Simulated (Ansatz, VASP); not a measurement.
**C in VASP and in Ansatz**

```
C
1.0
     0.00000    1.75459    1.84835
     1.75459    0.00000    1.84835
     1.75459    1.75459    0.00000
C
2
Direct
  0.50000 0.50000 0.50000
  0.75000 0.75000 0.75000
```

Change from the starting cell: strain +e along x and -e along y +0.0000, strain +e along z and -e/2 along x and y +0.0350.

Alike in both runs: task single point; functional PBE; k mesh 12 × 12 × 12; occupations gaussian, width 0.05 eV; no spin polarisation.

```csv
,VASP,Ansatz
version,VASP 6.6.1,Ansatz 0.2.0
potentials or method,"VASP PAW PBE potentials, release 64 (C), cutoff 520 eV","scalar-relativistic, plane waves, PAW"
valence electrons in the cell,8,8
```

Ansatz gave:

```
gap on the k mesh at the Fermi level (eV)                     : 3.50
least direct gap on the mesh (eV)                             : 5.12
pressure (GPa)                                                : 0.5
traceless stress, the component that is largest in VASP (GPa) : -33.86
```

Question: What did VASP give for the same quantities?

Answer: gap on the k mesh at the Fermi level (eV): 3.49; least direct gap on the mesh (eV): 5.12; pressure (GPa): 1.1; traceless stress, the component that is largest in VASP (GPa): -33.86.

The functional is the same, so the differences come from potentials, cutoffs and numerics.
